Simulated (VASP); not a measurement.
# Ag3BrO (P6_3/mmc) in VASP: further runs, part 2 of 2

VASP 6.6.1. Earlier steps stand in the parts before.

### 3 Single point, PBE, collinear spin, ferromagnetic start

This run uses another cell than the first one, of 18.22 Å³/atom, 0.984 times its volume.

Contents of INCAR:

```
  PREC = Accurate
  ENCUT = 520
  EDIFF = 1E-6
  ISMEAR = 0
  SIGMA = 0.1
  LREAL = F
  LASPH = T
  NELM = 150
  ALGO = Normal
  ISIF = 2
  LWAVE = F
  LCHARG = F
  ISPIN = 2
  MAGMOM = 1 1 1 1 1 1 0 0 0 0
  LORBIT = 11
  LMAXMIX = 4
  GGA = PE
  NBANDS = 61
```

Contents of KPOINTS:

```
Automatic mesh
0
Gamma
  3 3 4
```

Contents of POSCAR:

```
Ag3BrO
1.0
    6.3038250000      0.0000000000      0.0000000000
   -3.1519125000      5.4592725900      0.0000000000
    0.0000000000      0.0000000000      5.2952130000
Ag Br O
6 2 2
Direct
    0.8333333300      0.6666666700      0.7500000000
    0.3333333300      0.1666666700      0.7500000000
    0.8333333300      0.1666666700      0.7500000000
    0.1666666700      0.3333333300      0.2500000000
    0.6666666700      0.8333333300      0.2500000000
    0.1666666700      0.8333333300      0.2500000000
    0.3333333300      0.6666666700      0.7500000000
    0.6666666700      0.3333333300      0.2500000000
    0.0000000000      0.0000000000      0.0000000000
    0.0000000000      0.0000000000      0.5000000000
```

Potentials or basis: VASP PAW PBE potentials, release 64 (Ag, Br, O).

Started as:

```
$ cat potpaw_PBE.64/Ag/POTCAR potpaw_PBE.64/Br/POTCAR potpaw_PBE.64/O/POTCAR > POTCAR
$ mpirun -np 1 vasp_std > vasp.out
```

OUTCAR:

```text
PREC = Accurate
   ENCUT = 520
   EDIFF = 1E-6
   ISMEAR = 0
   LREAL = F
   LASPH = T
   NELM = 150
   ISIF = 2
   ISPIN = 2
   LORBIT = 11
   GGA = PE

 ion  position               nearest neighbor table
   1  0.833  0.667  0.750-   9 2.25  10 2.25   2 3.15   3 3.15   3 3.15   2 3.15   7 3.15   7 3.15
                             5 3.21   5 3.21   6 3.21   6 3.21
   2  0.333  0.167  0.750-   9 2.25  10 2.25   1 3.15   7 3.15   7 3.15   1 3.15   3 3.15   3 3.15
                             4 3.21   4 3.21   6 3.21   6 3.21
   3  0.833  0.167  0.750-   9 2.25  10 2.25   1 3.15   7 3.15   1 3.15   7 3.15   2 3.15   2 3.15
                             5 3.21   5 3.21   4 3.21   4 3.21
   4  0.167  0.333  0.250-   9 2.25  10 2.25   5 3.15   6 3.15   6 3.15   5 3.15   8 3.15   8 3.15
                             2 3.21   2 3.21   3 3.21   3 3.21
   5  0.667  0.833  0.250-   9 2.25  10 2.25   4 3.15   8 3.15   8 3.15   4 3.15   6 3.15   6 3.15
                             1 3.21   1 3.21   3 3.21   3 3.21
   6  0.167  0.833  0.250-   9 2.25  10 2.25   4 3.15   8 3.15   4 3.15   8 3.15   5 3.15   5 3.15
                             2 3.21   2 3.21   1 3.21   1 3.21
   7  0.333  0.667  0.750-   2 3.15   3 3.15   2 3.15   3 3.15   1 3.15   1 3.15
   8  0.667  0.333  0.250-   5 3.15   6 3.15   5 3.15   6 3.15   4 3.15   4 3.15
   9  0.000  0.000  0.000-   1 2.25   4 2.25   2 2.25   5 2.25   3 2.25   6 2.25
  10  0.000  0.000  0.500-   1 2.25   4 2.25   2 2.25   5 2.25   3 2.25   6 2.25

  LATTYP: Found a hexagonal cell.
 ALAT       =     6.3038250000
 C/A-ratio  =     0.8400000000

[... 1332 lines left out ...]
      3.15191      3.63952      3.97141         0.000000     -1.219278      0.000000
      1.57596      0.90988      3.97141         1.055926      0.609639      0.000000
      4.72787      0.90988      3.97141        -1.055926      0.609639      0.000000
      0.00000      1.81976      1.32380        -0.000000      1.219278      0.000000
      1.57596      4.54939      1.32380        -1.055926     -0.609639     -0.000000
     -1.57596      4.54939      1.32380         1.055926     -0.609639      0.000000
     -0.00000      3.63952      3.97141        -0.000000      0.000000      0.000000
      3.15191      1.81976      1.32380        -0.000000      0.000000      0.000000
      0.00000      0.00000      0.00000         0.000000      0.000000      0.000000
      0.00000      0.00000      2.64761        -0.000000      0.000000      0.000000
 -----------------------------------------------------------------------------------
    total drift:                               -0.000028      0.000016     -0.000000

  FREE ENERGIE OF THE ION-ELECTRON SYSTEM (eV)
  ---------------------------------------------------
  free  energy   TOTEN  =       -28.7128162239 eV

  energy  without entropy=      -28.7050782543  energy(sigma->0) =      -28.70894724

 total charge

# of ion       s       p       d       tot
------------------------------------------
    1        0.270   0.194   9.279   9.743
    2        0.270   0.194   9.279   9.743
    3        0.270   0.194   9.279   9.743
    4        0.270   0.194   9.279   9.743
    5        0.270   0.194   9.279   9.743
    6        0.270   0.194   9.279   9.743
    7        1.643   3.106   0.022   4.771
    8        1.643   3.106   0.022   4.771
    9        1.589   3.324   0.000   4.913
   10        1.589   3.324   0.000   4.913
--------------------------------------------------
tot          8.083  14.023  55.720  77.826

 magnetization (x)

# of ion       s       p       d       tot
------------------------------------------
    1        0.000  -0.000   0.000   0.000
    2        0.000  -0.000   0.000   0.000
    3        0.000  -0.000   0.000   0.000
    4        0.000  -0.000   0.000   0.000
    5        0.000  -0.000   0.000   0.000
    6        0.000  -0.000   0.000   0.000
    7        0.000   0.000  -0.000   0.000
    8        0.000   0.000  -0.000   0.000
    9        0.000   0.000   0.000   0.000
   10        0.000   0.000   0.000   0.000
--------------------------------------------------
tot          0.000   0.000   0.000   0.000
```

Wall time 4.1 min (1 thread of Oxide Virtual Turin-like, shared host); peak memory 0.39 GiB.

What came out:

* Free energy: -28.7128 eV
* Pressure: 4.3 GPa
* Largest force: 1.219 eV/Å
* Band gap on the k mesh: zero (filled and empty bands overlap)
* Net moment: 0.00 μB per cell
* Valence electrons inside the program's atomic spheres: Ag 9.74; Br 4.77; O 4.91

Forces in eV/Å, atoms in the order of the input:
```
Ag   0.000 -1.219  0.000
Ag   1.056  0.610  0.000
Ag  -1.056  0.610  0.000
Ag   0.000  1.219  0.000
Ag  -1.056 -0.610  0.000
Ag   1.056 -0.610  0.000
Br   0.000  0.000  0.000
Br   0.000  0.000  0.000
O    0.000  0.000  0.000
O    0.000  0.000  0.000
```

Stress tensor (GPa, compression positive):
```
3.82 0.00 0.00
0.00 3.82 0.00
0.00 0.00 5.40
```

Caveat: the k points lie up to 0.38 Å⁻¹ apart; forces of over 1 eV/Å act on the atoms, so gaps and moduli don't describe the material at rest.

### 4 Single point, PBE, collinear spin, ferromagnetic start

This run uses another cell than the first one, of 18.43 Å³/atom, 0.996 times its volume.

Contents of INCAR:

```
SYSTEM = Ag3BrO
ALGO = Normal ; EDIFF = 1E-6
ENCUT = 520 ; GGA = PE
ISIF = 2 ; ISMEAR = 0
ISPIN = 2 ; LASPH = .TRUE.
LCHARG = .TRUE. ; LELF = .TRUE.
LMAXMIX = 4 ; LORBIT = 11
LREAL = .FALSE. ; LVHAR = .TRUE.
LWAVE = .FALSE. ; MAGMOM = 1 1 1 1 1 1 0 0 0 0
NBANDS = 61 ; NELM = 150
PREC = Accurate ; SIGMA = 0.1
```

Contents of KPOINTS:

```
k-points
0
G
  3 3 4
  0 0 0
```

Contents of POSCAR:

```
Ag3BrO
1.0
    6.2448172264      0.0000000000      0.0000000000
   -3.1224086132      5.4081703601      0.0000000000
    0.0000000000      0.0000000000      5.4580793399
Ag Br O
6 2 2
Direct
    0.8229508508      0.6459017015      0.7500000000
    0.3540982985      0.1770491492      0.7500000000
    0.8229508508      0.1770491492      0.7500000000
    0.1770491492      0.3540982985      0.2500000000
    0.6459017015      0.8229508508      0.2500000000
    0.1770491492      0.8229508508      0.2500000000
    0.3333333333      0.6666666667      0.7500000000
    0.6666666667      0.3333333333      0.2500000000
    0.0000000000      0.0000000000      0.0000000000
    0.0000000000      0.0000000000      0.5000000000
```

Started as:

```
$ cat potpaw_PBE.64/Ag/POTCAR potpaw_PBE.64/Br/POTCAR potpaw_PBE.64/O/POTCAR > POTCAR
$ mpirun -np 1 vasp_std > vasp.out
```

It took 3.9 min on 1 thread of Oxide Virtual Turin-like, shared host; peak memory 0.42 GiB.

Results (log left out):

```yaml
Free_energy: -29.1854 eV
Pressure: -0.2 GPa
Largest_force: 0.035 eV/Å
Band_gap_on_the_k_mesh: zero (filled and empty bands overlap)
Net_moment: 0.00 μB per cell
Valence_electrons_inside_the_program's_atomic_spheres: Ag 9.71; Br 4.77; O 4.86
```

Forces in eV/Å, atoms in the order of the input:
```
Ag   0.000 -0.035  0.000
Ag   0.030  0.017  0.000
Ag  -0.030  0.017  0.000
Ag   0.000  0.035  0.000
Ag  -0.030 -0.017  0.000
Ag   0.030 -0.017  0.000
Br   0.000  0.000  0.000
Br   0.000  0.000  0.000
O    0.000  0.000  0.000
O    0.000  0.000  0.000
```

Stress tensor (GPa, compression positive):
```
-0.37  0.00  0.00
 0.00 -0.37  0.00
 0.00  0.00  0.02
```

Levels at points of the mesh, in eV from the Fermi level:
Spin up:
```tsv
k point	band 42	band 43	band 44	band 45	band 46	band 47	band 48	band 49	band 50	band 51
(0.00, 0.00, 0.00)	-2.06	-1.76	-1.76	-0.36	-0.36	0.14	0.30	4.01	4.01	4.43
(0.00, 0.00, 0.50)	-1.54	-0.95	-0.95	-0.95	-0.95	1.08	1.08	3.73	3.73	3.73
```
Spin down:
| k point | band 42 | band 43 | band 44 | band 45 | band 46 | band 47 | band 48 | band 49 | band 50 | band 51 |
| --- | --- | --- | --- | --- | --- | --- | --- | --- | --- | --- |
| (0.00, 0.00, 0.00) | -2.06 | -1.76 | -1.76 | -0.36 | -0.36 | 0.14 | 0.30 | 4.01 | 4.01 | 4.43 |
| (0.00, 0.00, 0.50) | -1.54 | -0.95 | -0.95 | -0.95 | -0.95 | 1.08 | 1.08 | 3.73 | 3.73 | 3.73 |

Caveat: the k points lie up to 0.39 Å⁻¹ apart.

### 5 Overview

| spin | cell | k mesh | gap on the mesh (eV) | pressure (GPa) | moment (μB) | largest force (eV/Å) |
| --- | --- | --- | --- | --- | --- | --- |
| off | a = 6.151, b = 6.151, c = 5.651 Å, angles 90.0, 90.0, 120.0°, 10 atoms | 6 × 6 × 8 | none | -0.1 | - | - |
| collinear, ferromagnetic start | a = 6.304, b = 6.304, c = 5.295 Å, angles 90.0, 90.0, 120.0°, 10 atoms | 3 × 3 × 4 | none | 4.3 | 0.00 | 1.22 |
| collinear, ferromagnetic start | a = 6.245, b = 6.245, c = 5.458 Å, angles 90.0, 90.0, 120.0°, 10 atoms | 3 × 3 × 4 | none | -0.2 | 0.00 | 0.03 |

Alike in all rows: task single point; level PBE; potentials or basis VASP PAW PBE potentials, release 64 (Ag, Br, O); cutoff (eV) 520; smearing gaussian 0.1 eV.

Caveats: some runs use coarse meshes; forces of over 1 eV/Å act on the atoms, so gaps and moduli don't describe the material at rest (some runs).

Absolute energies hang on the potentials; compare differences alone.
